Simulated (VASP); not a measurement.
# SiO2 (Im-3m) in VASP: notebook

Runs on SiO2. Level: LDA. Tasks: single point, relaxation of cell and atoms.

Program: VASP 6.6.1. These are calculated values, not measurements. Logs are shortened: lines on timing, memory, paths and dates and some standing lists are left out, and cuts for length are marked.

## 1. The cell of the first run

The structure is cubic, space group Im-3m (No. 229). Conventional cell: a = 8.999 Å, b = 8.999 Å, c = 8.999 Å, α = 90.00°, β = 90.00°, γ = 90.00°. Within 2.1 Å of Si (site symmetry -4m2) lie 4 O at 1.61 Å. Within 2.1 Å of O (site symmetry mm2) lie 2 Si at 1.61 Å.

## 2. Single point, LDA (20.25 Å³/atom)

The input, INCAR:

```
  PREC = Accurate
  ENCUT = 520
  EDIFF = 1E-6
  ISMEAR = 0
  SIGMA = 0.02
  LREAL = Auto
  LASPH = T
  NELM = 80
  ALGO = Normal
  ISIF = 2
  LWAVE = F
  LCHARG = T
  LELF = T
  LVHAR = T
  NBANDS = 63
```

The input, KPOINTS:

```
regular mesh
0
Gamma
  4 4 4
```

The input, POSCAR:

```
SiO2
1.0
   -4.4997285597      4.4997285597      4.4997285597
    4.4997285597     -4.4997285597      4.4997285597
    4.4997285597      4.4997285597     -4.4997285597
Si O
6 12
Direct
    0.5000000000      0.2500000000      0.7500000000
    0.5000000000      0.7500000000      0.2500000000
    0.2500000000      0.7500000000      0.5000000000
    0.7500000000      0.2500000000      0.5000000000
    0.2500000000      0.5000000000      0.7500000000
    0.7500000000      0.5000000000      0.2500000000
    0.3535860942      0.0000000000      0.6464139058
    0.6464139058      0.6464139058      0.2928278116
    0.3535860942      0.6464139058      0.0000000000
    0.3535860942      0.7071721884      0.3535860942
    0.6464139058      0.2928278116      0.6464139058
    0.0000000000      0.3535860942      0.6464139058
    0.7071721884      0.3535860942      0.3535860942
    0.6464139058      0.3535860942      0.0000000000
    0.0000000000      0.6464139058      0.3535860942
    0.2928278116      0.6464139058      0.6464139058
    0.3535860942      0.3535860942      0.7071721884
    0.6464139058      0.0000000000      0.3535860942
```

Potentials or basis: VASP PAW LDA potentials, release 64 (Si, O).

Command:

```sh
$ cat potpaw_LDA.64/Si/POTCAR potpaw_LDA.64/O/POTCAR > POTCAR
$ mpirun -np 1 vasp_std > vasp.out
```

OUTCAR:

```text
PREC = Accurate
   ENCUT = 520
   EDIFF = 1E-6
   ISMEAR = 0
   LREAL = Auto
   LASPH = T
   NELM = 80
   ISIF = 2

 ion  position               nearest neighbor table
   1  0.500  0.250  0.750-  11 1.61  17 1.61  14 1.61   7 1.61
   2  0.500  0.750  0.250-   8 1.61  10 1.61   9 1.61  18 1.61
   3  0.250  0.750  0.500-  10 1.61  16 1.61  15 1.61   7 1.61
   4  0.750  0.250  0.500-  11 1.61  13 1.61  12 1.61  18 1.61
   5  0.250  0.500  0.750-  16 1.61  17 1.61   9 1.61  12 1.61
   6  0.750  0.500  0.250-   8 1.61  13 1.61  14 1.61  15 1.61
   7  0.354  0.000  0.646-   1 1.61   3 1.61
   8  0.646  0.646  0.293-   2 1.61   6 1.61
   9  0.354  0.646  0.000-   2 1.61   5 1.61
  10  0.354  0.707  0.354-   2 1.61   3 1.61
  11  0.646  0.293  0.646-   1 1.61   4 1.61
  12  0.000  0.354  0.646-   4 1.61   5 1.61
  13  0.707  0.354  0.354-   4 1.61   6 1.61
  14  0.646  0.354  0.000-   1 1.61   6 1.61
  15  0.000  0.646  0.354-   3 1.61   6 1.61
  16  0.293  0.646  0.646-   3 1.61   5 1.61
  17  0.354  0.354  0.707-   1 1.61   5 1.61
  18  0.646  0.000  0.354-   2 1.61   4 1.61

  LATTYP: Found a body centered cubic cell.
 ALAT       =     8.9994571194

  Lattice vectors:

 A1 = (  -4.4997285597,   4.4997285597,   4.4997285597)
 A2 = (   4.4997285597,  -4.4997285597,   4.4997285597)
 A3 = (   4.4997285597,   4.4997285597,  -4.4997285597)

Analysis of symmetry for initial positions (statically):
=====================================================================
 Subroutine PRICEL returns:
 Original cell was already a primitive cell.

 Routine SETGRP: Setting up the symmetry group for a
 body centered cubic supercell.

 Subroutine GETGRP returns: Found 48 space group operations
 (whereof 48 operations were pure point group operations)
 out of a pool of 48 trial point group operations.

The static configuration has the point symmetry O_h .

Analysis of symmetry for dynamics (positions and initial velocities):
=====================================================================
 Subroutine PRICEL returns:
 Original cell was already a primitive cell.

 Routine SETGRP: Setting up the symmetry group for a
 body centered cubic supercell.

 Subroutine GETGRP returns: Found 48 space group operations
 (whereof 48 operations were pure point group operations)
 out of a pool of 48 trial point group operations.

The dynamic configuration has the point symmetry O_h .

 Subroutine INISYM returns: Found 48 space group operations
 (whereof 48 operations are pure point group operations),
 and found     1 'primitive' translations

----------------------------------------------------------------------------------------

                                     Primitive cell

  volume of cell :     364.4340

  direct lattice vectors                    reciprocal lattice vectors
    -4.499728560  4.499728560  4.499728560     0.000000000  0.111117814  0.111117814
     4.499728560 -4.499728560  4.499728560     0.111117814  0.000000000  0.111117814
     4.499728560  4.499728560 -4.499728560     0.111117814  0.111117814  0.000000000

  length of vectors
     7.793758486  7.793758486  7.793758486     0.157144319  0.157144319  0.157144319

  position of ions in fractional coordinates (direct lattice)
     0.500000000  0.250000000  0.750000000
     0.500000000  0.750000000  0.250000000
     0.250000000  0.750000000  0.500000000
     0.750000000  0.250000000  0.500000000
     0.250000000  0.500000000  0.750000000
     0.750000000  0.500000000  0.250000000
[... 10 lines left out ...]
     0.353586094  0.353586094  0.707172188
     0.646413906  0.000000000  0.353586094

  ion indices of the primitive-cell ions
   primitive index   ion index
                 1           1
                 2           2
                 3           3
                 4           4
                 5           5
                 6           6
[... 10 lines left out ...]
                17          17
                18          18

----------------------------------------------------------------------------------------

 KPOINTS: regular mesh

Automatic generation of k-mesh.
 Grid dimensions read from file:
 generate k-points for:    4    4    4

 Generating k-lattice:

  Cartesian coordinates                     Fractional coordinates (reciprocal lattice)
     0.000000000  0.027779453  0.027779453     0.250000000  0.000000000  0.000000000
     0.027779453  0.000000000  0.027779453     0.000000000  0.250000000  0.000000000
     0.027779453  0.027779453  0.000000000     0.000000000  0.000000000  0.250000000

  Length of vectors
     0.039286080  0.039286080  0.039286080

  Shift w.r.t. Gamma in fractional coordinates (k-lattice)
     0.000000000  0.000000000  0.000000000

 Subroutine IBZKPT returns following result:
 ===========================================

 Found      8 irreducible k-points:

 Following reciprocal coordinates:
            Coordinates               Weight
  0.000000  0.000000  0.000000      1.000000
  0.250000  0.000000  0.000000     12.000000
  0.500000  0.000000  0.000000      6.000000
  0.250000  0.250000  0.000000     24.000000
  0.250000  0.250000  0.250000      2.000000
 -0.250000  0.250000  0.250000      6.000000
  0.500000  0.500000  0.250000     12.000000
  0.500000  0.500000  0.500000      1.000000
   k-points           NKPTS =      8   k-points in BZ     NKDIM =      8   number of bands    NBANDS=     63
   number of dos      NEDOS =    301   number of ions     NIONS =     18
   total plane-waves  NPLWV = 216000
   dimension x,y,z NGX =    60 NGY =   60 NGZ =   60
   dimension x,y,z NGXF=   120 NGYF=  120 NGZF=  120
   ions per type =               6  12
   NGX,Y,Z   is equivalent  to a cutoff of  12.80, 12.80, 12.80 a.u.
   NGXF,Y,Z  is equivalent  to a cutoff of  25.60, 25.60, 25.60 a.u.
 SYSTEM =  unknown system
   PREC   = accura    normal or accurate (medium, high low for compatibility)
   ISTART =      0    job   : 0-new  1-cont  2-samecut
   ICHARG =      2    charge: 1-file 2-atom 10-const
   ISPIN  =      1    spin polarized calculation?
   LNONCOLLINEAR =      F non collinear calculations
   LSORBIT =      F    spin-orbit coupling
   LASPH  =      T    aspherical Exc in radial PAW
   ENCUT  =  520.0 eV  38.22 Ry    6.18 a.u.  14.49 14.49 14.49*2*pi/ulx,y,z
   NELM   =     80;   NELMIN=  2; NELMDL= -5     # of ELM steps
   EDIFF  = 0.1E-05   stopping-criterion for ELM
   LREAL  =      T    real-space projection
   EDIFFG = 0.1E-04   stopping-criterion for IOM
   NSW    =      0    number of steps for IOM
[... 5 lines left out ...]
   TEBEG  =    0.0;   TEEND  =   0.0 temperature during run
   PSTRESS=    0.0 pullay stress
   NELECT =      96.0000    total number of electrons
   NUPDOWN=      -1.0000    fix difference up-down
   EMIN   =  10.00;   EMAX   =-10.00  energy-range for DOS
   EFERMI =   0.00;   METHOD = LEGACY
   ISMEAR =     0;   SIGMA  =   0.02  broadening in eV -4-tet -1-fermi 0-gaus
   EFERMI_NEDOS =   21; number of points for ismear=-14 and -15
   IALGO  =     38    algorithm
   IMIX   =      4    mixing-type and parameters
     AMIX     =   0.40;   BMIX     =  1.00
     AMIX_MAG =   1.60;   BMIX_MAG =  1.00
  volume/ion in A,a.u.               =      20.25       136.63
  Fermi-wavevector in a.u.,A,eV,Ry     =   1.049443  1.983160 14.984518  1.101331
  Thomas-Fermi vector in A             =   2.184406
   LORBIT       =      0    0 simple, 1 ext, 2 COOP (PROOUT), +10 PAW based schemes
   GGA     = CA    functional components
   LHFCALC =     F    Hartree Fock is set to
   AEXX    =    0.0000 exact exchange contribution
   IVDW    =     0    specifies the selected vdW correction
   LEPSILON=     F    determine dielectric tensor
   LRPA    =     F    only Hartree local field effects (RPA)
 non-spin polarized calculation
 Gauss-broadening in eV      SIGMA  =   0.02
  energy-cutoff  :      520.00
  volume of cell :      364.43
 maximum number of plane-waves:      9861
 NGX is ok and might be reduce to    60
   NGX = 29   NGY = 29   NGZ = 29

 number of electron      96.0000029 magnetization

 Free energy of the ion-electron system (eV)
  ---------------------------------------------------
  ext. energy  EPLUGINS =         0.00000000
  ---------------------------------------------------
  free energy    TOTEN  =      -155.37725617 eV

  energy without entropy =     -155.37725617  energy(sigma->0) =     -155.37725617

 E-fermi :  -2.0857     XC(G=0):  -6.9072

 val. band max:       -2.2388825654   @ k =   0.0000   0.0000   0.0000
 cond. band min:       3.2208449972   @ k =   0.0000   0.0000   0.0000
 fundamental gap:      5.4597275626
 Fermi energy:        -2.0856932117

 k-point     1 :       0.0000    0.0000    0.0000
  band No.  band energies     occupation
      1     -21.3801      2.00000
      2     -20.4641      2.00000
      3     -20.4641      2.00000
      4     -20.4641      2.00000
      5     -20.0382      2.00000
      6     -20.0382      2.00000
[... 52 lines left out ...]
     59       7.4158      0.00000
     60       7.4187      0.00000

 k-point     2 :       0.2500    0.0000    0.0000
  band No.  band energies     occupation
      1     -21.3028      2.00000
      2     -20.7078      2.00000
      3     -20.4889      2.00000
      4     -20.4660      2.00000
      5     -19.9917      2.00000
      6     -19.8461      2.00000
[... 52 lines left out ...]
     59       7.3793      0.00000
     60       7.4795      0.00000

 k-point     3 :       0.5000    0.0000    0.0000
  band No.  band energies     occupation
      1     -21.1465      2.00000
      2     -20.9660      2.00000
      3     -20.5104      2.00000
      4     -20.4680      2.00000
      5     -19.9463      2.00000
      6     -19.7132      2.00000
[... 52 lines left out ...]
     59       7.4491      0.00000
     60       7.5067      0.00000

 k-point     4 :       0.2500    0.2500    0.0000
  band No.  band energies     occupation
      1     -21.1616      2.00000
      2     -20.9044      2.00000
      3     -20.6858      2.00000
      4     -20.2715      2.00000
      5     -20.0425      2.00000
      6     -19.6846      2.00000
[... 52 lines left out ...]
     59       7.2009      0.00000
     60       7.3839      0.00000

 k-point     5 :       0.2500    0.2500    0.2500
  band No.  band energies     occupation
      1     -20.9659      2.00000
      2     -20.9659      2.00000
      3     -20.9659      2.00000
      4     -19.9463      2.00000
      5     -19.9463      2.00000
      6     -19.9463      2.00000
[... 52 lines left out ...]
     59       7.4217      0.00000
     60       7.4217      0.00000

 k-point     6 :      -0.2500    0.2500    0.2500
  band No.  band energies     occupation
      1     -21.2309      2.00000
      2     -20.8073      2.00000
      3     -20.4680      2.00000
      4     -20.4680      2.00000
      5     -20.2021      2.00000
      6     -19.5917      2.00000
[... 52 lines left out ...]
     59       7.2120      0.00000
     60       7.2120      0.00000

 k-point     7 :       0.5000    0.5000    0.2500
  band No.  band energies     occupation
      1     -21.0822      2.00000
      2     -20.9780      2.00000
      3     -20.4908      2.00000
      4     -20.4700      2.00000
      5     -20.2562      2.00000
      6     -19.4452      2.00000
[... 52 lines left out ...]
     59       7.1859      0.00000
     60       7.4521      0.00000

 k-point     8 :       0.5000    0.5000    0.5000
  band No.  band energies     occupation
      1     -20.9892      2.00000
      2     -20.9892      2.00000
      3     -20.4719      2.00000
      4     -20.4719      2.00000
      5     -20.4719      2.00000
      6     -19.4109      2.00000
[... 52 lines left out ...]
     59       7.9928      0.00000
     60       7.9935      0.00000
 [bands above 60 left out]

------------------------ aborting loop because EDIFF is reached ----------------------------------------

  FORCE on cell =-STRESS in cart. coord.  units (eV):
  Direction    XX          YY          ZZ          XY          YZ          ZX
  --------------------------------------------------------------------------------------
  -------------------------------------------------------------------------------------
  Total       -6.4494874     -6.4494874     -6.4494874     -0.0000000     -0.0000000     -0.0000000
  in kB      -28.3541637    -28.3541637    -28.3541637     -0.0000000     -0.0000000     -0.0000000
  external PRESSURE =     -28.3541637 kB  Pullay stress =       0.0000000 kB

 VOLUME and BASIS-vectors are now :
 -----------------------------------------------------------------------------
  energy-cutoff  :      520.00
  volume of cell :      364.43
      direct lattice vectors                 reciprocal lattice vectors
    -4.499728560  4.499728560  4.499728560     0.000000000  0.111117814  0.111117814
     4.499728560 -4.499728560  4.499728560     0.111117814  0.000000000  0.111117814
     4.499728560  4.499728560 -4.499728560     0.111117814  0.111117814  0.000000000

 POSITION                                       TOTAL-FORCE (eV/Angst)
 -----------------------------------------------------------------------------------
      2.24986      4.49973      0.00000         0.000000      0.000000      0.000000
      2.24986     -0.00000      4.49973         0.000000      0.000000      0.000000
      4.49973     -0.00000      2.24986         0.000000      0.000000      0.000000
     -0.00000      4.49973      2.24986         0.000000      0.000000      0.000000
      4.49973      2.24986      0.00000         0.000000      0.000000      0.000000
     -0.00000      2.24986      4.49973         0.000000      0.000000      0.000000
[... 10 lines left out ...]
      3.18208      3.18208     -0.00000         0.000248      0.000248      0.000000
     -1.31765      4.49973      1.31765         0.000248      0.000000     -0.000248
 -----------------------------------------------------------------------------------
    total drift:                                0.000000      0.000000     -0.000000

  FREE ENERGIE OF THE ION-ELECTRON SYSTEM (eV)
  ---------------------------------------------------
  free  energy   TOTEN  =      -155.3772561740 eV

  energy  without entropy=     -155.3772561740  energy(sigma->0) =     -155.37725617
```

Wall time 2.5 min (1 thread of Intel Xeon 6975P-C (Granite Rapids), shared host); peak memory 0.42 GiB.

What came out:

| Item | Value |
| --- | --- |
| Free energy | -155.3773 eV |
| Pressure | -2.8 GPa |
| Band gap on the k mesh | 5.46 eV |

[end of part 1 of 3]
